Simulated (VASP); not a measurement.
Here is a VASP 6.6.1 calculation.

The input INCAR:

```
PREC = Accurate
ENCUT = 520
EDIFF = 1E-6
ISMEAR = 0
SIGMA = 0.15
LREAL = False
LASPH = True
NELM = 60
ALGO = Fast
ISIF = 2
LWAVE = False
LCHARG = True
GGA = PS
LELF = True
LVHAR = True
NBANDS = 9
```

Contents of KPOINTS:

```
Automatic mesh
0
Gamma
  18 18 10
```

Contents of POSCAR:

```
Mg
1.0
    3.2092715325      0.0000000000      0.0000000000
   -1.6046357662      2.7793106748      0.0000000000
    0.0000000000      0.0000000000      5.2103300000
Mg
2
Direct
    0.4142886587      0.8285773174      0.2500000000
    0.6666666667      0.3333333333      0.7500000000
```

Potentials or basis: VASP PAW PBE potentials, release 64 (Mg).

Command:

```sh
$ cat potpaw_PBE.64/Mg/POTCAR > POTCAR
$ mpirun -np 1 vasp_std > vasp.out
```

Predict the largest force.

0.399 eV/Å.

Estimate the pressure.

-0.6 GPa.

What does it give for the band gap on the k mesh?

Zero (bands 2 and 3 overlap by 2.20 eV).

Forces on the atoms (eV/Å):
```
Mg   0.000 -0.399  0.000
Mg   0.000  0.399  0.000
```

Caveat: the cell differs from its parent crystal (atom 1 (Mg) moved by (+0.000, +0.450) A along x and y); the PAW data sets were made with another functional, which shifts forces and pressure a little.
